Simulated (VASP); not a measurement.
A run of VASP 6.6.1:

INCAR

```
SYSTEM = Ru
PREC     = Accurate       ! precision mode
ENCUT    = 520            ! plane-wave cutoff, eV
EDIFF    = 1E-6           ! SCF threshold, eV
ISMEAR   = 0              ! smearing method
SIGMA    = 0.15           ! smearing width, eV
LREAL    = .False.        ! projectors in reciprocal space
LASPH    = .True.         ! aspherical terms in the spheres
NELM     = 80             ! most SCF steps
ALGO     = Fast           ! electronic algorithm
ISIF     = 2              ! what is computed and relaxed
LWAVE    = .False.        ! write WAVECAR
LCHARG   = .True.         ! write CHGCAR
GGA      = PS             ! functional
LELF     = .True.         ! ELF
LVHAR    = .True.       
NBANDS   = 21             ! bands
```

Contents of KPOINTS:

```
regular mesh
0
Gamma
  24 24 12
  0 0 0
```

File POSCAR:

```
Ru
1.0
    2.7057993342      0.0000000000      0.0000000000
   -1.3528996671      2.3432909610      0.0000000000
    0.0000000000      0.0000000000      4.2819000000
Ru
2
Direct
    0.0710050771      0.4746290548      0.2500000000
    0.6666666667      0.3333333333      0.7500000000
```

Potentials or basis: VASP PAW PBE potentials, release 64 (Ru_pv).

The run is started by

```bash
$ cat potpaw_PBE.64/Ru_pv/POTCAR > POTCAR
$ mpirun -np 1 vasp_std > vasp.out
```

Hardware: 1 thread of Intel Xeon 8259CL (shared host).

**Question.** Estimate the wall time of this run.

**Answer.** Wall time 22 min on 1 thread of Intel Xeon 8259CL, on a shared host, peak memory 0.91 GiB. Counts: scf iterations 14, k points 2030.
